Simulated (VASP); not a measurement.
## Al: single point with PBE+D4

The system is Al.

```
CELL_PARAMETERS angstrom
0.00000 2.02481 2.02481
2.02481 0.00000 2.02481
2.02481 2.02481 0.00000
ATOMIC_POSITIONS crystal
Al 0.00000 0.00000 0.00000
```

```json
{
 "Program": "VASP 6.6.1",
 "Task": "single point",
 "Functional": "PBE",
 "Dispersion": "D4",
 "Potentials or basis": "VASP PAW PBE potentials, release 64 (Al)",
 "Cutoff": "500 eV",
 "k mesh": "11 × 11 × 11",
 "Occupations": "fermi-dirac, width 0.15 eV",
 "Spin": "no spin polarisation",
 "Dipole correction": "no",
 "Further INCAR settings": "ALGO = Normal; EDIFF = 1e-06; NBANDS = 8"
}
```

* Pressure: -3.6 GPa
* Band gap on the k mesh: zero (an odd number of electrons rules out a gap without spin polarisation)
* Dispersion energy per atom: -0.342 eV

Levels at points of the mesh, in eV from the Fermi level:
```tsv
k point	band 1	band 2	band 3	band 4	band 5	band 6
(0.00, 0.00, 0.00)	-11.12	12.55	12.55	12.55	14.00	14.00
```

It took 7.4 s on 1 thread of AMD EPYC 7R13 Processor (Zen 3) (shared host), peak memory 0.1 GiB.

Caveat: the cell stands under tension.
